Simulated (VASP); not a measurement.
# LiCl in VASP: a series of runs, part 2 of 2

VASP 6.6.1. Earlier steps stand in the parts before.

**5. Single point, PBE**

This run uses another cell than the first one, of 26.26 Å³/atom.

INCAR

```
PREC     = Accurate       # precision mode
ENCUT    = 520            # plane-wave cutoff, eV
EDIFF    = 1E-7           # SCF threshold, eV
ISMEAR   = 0              # smearing method
SIGMA    = 0.1            # smearing width, eV
LREAL    = False          # projectors in reciprocal space
LASPH    = True           # aspherical terms in the spheres
NELM     = 80             # most SCF steps
ALGO     = Normal         # electronic algorithm
ISIF     = 2              # what is computed and relaxed
LWAVE    = False          # write WAVECAR
LCHARG   = False          # write CHGCAR
GGA      = PE             # functional
NBANDS   = 42             # bands
```

KPOINTS

```
Automatic mesh
0
Gamma
  4 4 4
```

POSCAR

```
LiCl
1.0
    6.8046512857      0.0000000000      0.0000000000
    0.0000000000      6.8046512857      0.0000000000
    0.0000000000      0.0000000000      6.8046512857
Li Cl
6 6
Direct
    0.7500000000      0.5000000000      0.0000000000
    0.5000000000      0.0000000000      0.7500000000
    0.0000000000      0.7500000000      0.5000000000
    0.0000000000      0.2500000000      0.5000000000
    0.2500000000      0.5000000000      0.0000000000
    0.5000000000      0.0000000000      0.2500000000
    0.5000000000      0.7500000000      0.0000000000
    0.7500000000      0.0000000000      0.5000000000
    0.0000000000      0.5000000000      0.7500000000
    0.2500000000      0.0000000000      0.5000000000
    0.0000000000      0.5000000000      0.2500000000
    0.5000000000      0.2500000000      0.0000000000
```

Potentials or basis: VASP PAW PBE potentials, release 64 (Li_sv, Cl).

Command:

```console
$ cat potpaw_PBE.64/Li_sv/POTCAR potpaw_PBE.64/Cl/POTCAR > POTCAR
$ mpirun -np 1 vasp_std > vasp.out
```

OUTCAR:

```text
PREC = Accurate
   ENCUT = 520
   EDIFF = 1E-7
   ISMEAR = 0
   LREAL = False
   LASPH = True
   NELM = 80
   ISIF = 2
   GGA = PE

 ion  position               nearest neighbor table
   1  0.750  0.500  0.000-   7 2.41   9 2.41  11 2.41  12 2.41
   2  0.500  0.000  0.750-   7 2.41   8 2.41  10 2.41  12 2.41
   3  0.000  0.750  0.500-   8 2.41   9 2.41  10 2.41  11 2.41
   4  0.000  0.250  0.500-   8 2.41   9 2.41  10 2.41  11 2.41
   5  0.250  0.500  0.000-   7 2.41   9 2.41  11 2.41  12 2.41
   6  0.500  0.000  0.250-   7 2.41   8 2.41  10 2.41  12 2.41
   7  0.500  0.750  0.000-   1 2.41   2 2.41   5 2.41   6 2.41
   8  0.750  0.000  0.500-   2 2.41   3 2.41   4 2.41   6 2.41
   9  0.000  0.500  0.750-   1 2.41   3 2.41   4 2.41   5 2.41
  10  0.250  0.000  0.500-   2 2.41   3 2.41   4 2.41   6 2.41
  11  0.000  0.500  0.250-   1 2.41   3 2.41   4 2.41   5 2.41
  12  0.500  0.250  0.000-   1 2.41   2 2.41   5 2.41   6 2.41

  LATTYP: Found a simple cubic cell.
 ALAT       =     6.8046512857

  Lattice vectors:
[... 199 lines left out ...]
      4     -45.4742      2.00000
      5     -45.4742      2.00000
      6     -45.4742      2.00000
[... 439 lines left out ...]
     41       7.3167      0.00000
     42       7.3167      0.00000

------------------------ aborting loop because EDIFF is reached ----------------------------------------

  FORCE on cell =-STRESS in cart. coord.  units (eV):
  Direction    XX          YY          ZZ          XY          YZ          ZX
  --------------------------------------------------------------------------------------
  -------------------------------------------------------------------------------------
  Total       -0.4995607     -0.4995607     -0.4995607     -0.0000000      0.0000000      0.0000000
  in kB       -2.5402780     -2.5402780     -2.5402780     -0.0000000      0.0000000      0.0000000
  external PRESSURE =      -2.5402780 kB  Pullay stress =       0.0000000 kB

 VOLUME and BASIS-vectors are now :
 -----------------------------------------------------------------------------
  energy-cutoff  :      520.00
  volume of cell :      315.08
      direct lattice vectors                 reciprocal lattice vectors
     6.804651286  0.000000000  0.000000000     0.146958302  0.000000000  0.000000000
     0.000000000  6.804651286  0.000000000     0.000000000  0.146958302  0.000000000
     0.000000000  0.000000000  6.804651286     0.000000000  0.000000000  0.146958302

 POSITION                                       TOTAL-FORCE (eV/Angst)
 -----------------------------------------------------------------------------------
      5.10349      3.40233      0.00000        -0.000000      0.000000      0.000000
      3.40233      0.00000      5.10349        -0.000000     -0.000000     -0.000000
      0.00000      5.10349      3.40233        -0.000000      0.000000     -0.000000
      0.00000      1.70116      3.40233         0.000000      0.000000      0.000000
      1.70116      3.40233      0.00000         0.000000     -0.000000     -0.000000
      3.40233      0.00000      1.70116        -0.000000      0.000000     -0.000000
      3.40233      5.10349      0.00000        -0.000000     -0.000000      0.000000
      5.10349      0.00000      3.40233         0.000000     -0.000000     -0.000000
      0.00000      3.40233      5.10349         0.000000     -0.000000     -0.000000
      1.70116      0.00000      3.40233        -0.000000      0.000000      0.000000
      0.00000      3.40233      1.70116        -0.000000     -0.000000      0.000000
      3.40233      1.70116      0.00000         0.000000      0.000000     -0.000000
 -----------------------------------------------------------------------------------
    total drift:                                0.000000      0.000000      0.000000

  FREE ENERGIE OF THE ION-ELECTRON SYSTEM (eV)
  ---------------------------------------------------
  free  energy   TOTEN  =       -44.2340594763 eV

  energy  without entropy=      -44.2340594763  energy(sigma->0) =      -44.23405948
```

OSZICAR:

```text
N       E                     dE             d eps       ncg     rms          rms(c)
DAV:   1     0.514970806852E+03    0.51497E+03   -0.24611E+04   848   0.134E+03
DAV:   2     0.315537350551E+02   -0.48342E+03   -0.45644E+03  1072   0.308E+02
DAV:   3    -0.368482492695E+02   -0.68402E+02   -0.68133E+02  1128   0.109E+02
DAV:   4    -0.441500144184E+02   -0.73018E+01   -0.72713E+01  1598   0.357E+01
DAV:   5    -0.454387518135E+02   -0.12887E+01   -0.12884E+01  1336   0.965E+00    0.593E+00
DAV:   6    -0.442678013348E+02    0.11710E+01   -0.26005E+00  1064   0.601E+00    0.460E+00
DAV:   7    -0.441562462994E+02    0.11156E+00   -0.86906E-01  1320   0.289E+00    0.278E+00
DAV:   8    -0.442126855395E+02   -0.56439E-01   -0.13340E-01  1064   0.167E+00    0.577E-01
DAV:   9    -0.442197401479E+02   -0.70546E-02   -0.23451E-02  1208   0.498E-01    0.244E-01
DAV:  10    -0.442335224457E+02   -0.13782E-01   -0.76134E-03   918   0.394E-01    0.439E-02
DAV:  11    -0.442340560783E+02   -0.53363E-03   -0.46846E-04  1176   0.948E-02    0.280E-02
DAV:  12    -0.442340616078E+02   -0.55295E-05   -0.14488E-04   940   0.534E-02    0.450E-03
DAV:  13    -0.442340594780E+02    0.21298E-05   -0.15193E-05  1408   0.140E-02    0.195E-03
DAV:  14    -0.442340593628E+02    0.11523E-06   -0.74018E-07   968   0.391E-03    0.488E-04
DAV:  15    -0.442340594925E+02   -0.12977E-06   -0.14503E-07   880   0.160E-03    0.209E-04
DAV:  16    -0.442340594763E+02    0.16280E-07   -0.13911E-08   848   0.589E-04
   1 F= -.44234059E+02 E0= -.44234059E+02  d E =-.213655E-18
```

It took 2 min on 1 thread of Oxide Virtual Turin-like, shared host; peak memory 0.41 GiB.

What came out:

```yaml
Free_energy: -44.2341 eV
Band_gap_on_the_k_mesh: 5.35 eV
```

Caveat: the cutoff is under 1.25 times the usual one of these potentials, so pressure, stress and relaxed cells hold a basis-set (Pulay) error. A k mesh can miss the band edges.

**6. Single point, r2SCAN**

This run uses another cell than the first one, of 26.00 Å³/atom.

Changes to POSCAR since step 5:

```diff
@@ -2,5 +2,5 @@
 1.0
-    6.8046512857      0.0000000000      0.0000000000
-    0.0000000000      6.8046512857      0.0000000000
-    0.0000000000      0.0000000000      6.8046512857
+    6.7822671339      0.0000000000      0.0000000000
+    0.0000000000      6.7822671339      0.0000000000
+    0.0000000000      0.0000000000      6.7822671339
 Li Cl
```

INCAR.step1

```
SYSTEM = LiCl
  PREC = Accurate
  ENCUT = 520
  ISMEAR = 0
  SIGMA = 0.02
  LREAL = .False.
  LASPH = .True.
  NELM = 80
  NBANDS = 42
  GGA = PE
  ALGO = Normal
  EDIFF = 1E-4
  LWAVE = .True.
  LCHARG = .False.
```

INCAR.step2

```
SYSTEM = LiCl
  PREC = Accurate
  ENCUT = 520
  EDIFF = 1E-7
  ISMEAR = 0
  SIGMA = 0.02
  LREAL = .False.
  LASPH = .True.
  NELM = 80
  ALGO = Normal
  ISIF = 2
  LWAVE = .False.
  LCHARG = .False.
  METAGGA = R2SCAN
  LMIXTAU = .True.
  NBANDS = 42
  ISTART = 1
```

KPOINTS

```
regular mesh
0
Gamma
  4 4 4
  0 0 0
```

Potentials or basis: VASP PAW PBE potentials, release 64 (Li_sv, Cl).

Command:

```console
$ cat potpaw_PBE.64/Li_sv/POTCAR potpaw_PBE.64/Cl/POTCAR > POTCAR
$ cp INCAR.step1 INCAR
$ mpirun -np 1 vasp_std > vasp.out
$ cp INCAR.step2 INCAR
$ mpirun -np 1 vasp_std > vasp.out
```

Run time: 7.2 min. Hardware: 1 thread of Oxide Virtual Turin-like, shared host; peak memory 0.39 GiB.

The run converged. Its results:

```yaml
Free_energy: -74.8784 eV
Band_gap_on_the_k_mesh: 5.97 eV
```

Levels at points of the mesh, in eV from the valence-band top:
| k point | band 26 | band 27 | band 28 | band 29 | band 30 | band 31 | band 32 | band 33 | band 34 | band 35 |
| --- | --- | --- | --- | --- | --- | --- | --- | --- | --- | --- |
| (0.00, 0.00, 0.00) | -0.71 | -0.71 | 0.00 | 0.00 | 0.00 | 5.97 | 7.81 | 8.61 | 8.61 | 8.61 |
| (0.50, 0.00, 0.00) | -0.76 | -0.60 | -0.60 | -0.01 | -0.01 | 6.94 | 6.94 | 8.60 | 8.60 | 8.63 |
| (0.50, 0.50, 0.00) | -0.76 | -0.62 | -0.62 | -0.57 | -0.02 | 7.43 | 7.50 | 7.50 | 8.51 | 8.55 |
| (0.50, 0.50, 0.50) | -0.92 | -0.76 | -0.76 | -0.76 | -0.76 | 8.17 | 8.17 | 8.54 | 8.54 | 8.54 |

Caveat: the cutoff is under 1.25 times the usual one of these potentials, so pressure, stress and relaxed cells hold a basis-set (Pulay) error; the PAW data sets were made with another functional, which shifts forces and pressure a little.

**7. Overview**

```tsv
level	cell	k mesh	smearing	gap on the mesh (eV)
PBE	a = 6.794, b = 6.796, c = 6.791 Å, angles 90.0, 89.2, 90.3°, 12 atoms, atomic positions A	2 × 2 × 2	gaussian 0.1 eV	5.34
PBE	a = 6.782 Å, 12 atoms, atomic positions B	4 × 4 × 4	gaussian 0.02 eV	5.36
PBE	a = 6.782 Å, 12 atoms, atomic positions B	4 × 4 × 4	gaussian 0.01 eV	5.36
PBE	a = 6.805 Å, 12 atoms, atomic positions B	4 × 4 × 4	gaussian 0.1 eV	5.35
r2SCAN	a = 6.782 Å, 12 atoms, atomic positions B	4 × 4 × 4	gaussian 0.02 eV	5.97
```

Alike in all rows: task single point; potentials or basis VASP PAW PBE potentials, release 64 (Li_sv, Cl); no spin polarisation; cutoff (eV) 520.

Caveats: some runs use coarse meshes; the cutoff is under 1.25 times the usual one of these potentials, so pressure, stress and relaxed cells hold a basis-set (Pulay) error; the PAW data sets were made with another functional, which shifts forces and pressure a little (at least some runs).

Total energies depend on the potentials used, so only differences within one code and one set of settings carry meaning.
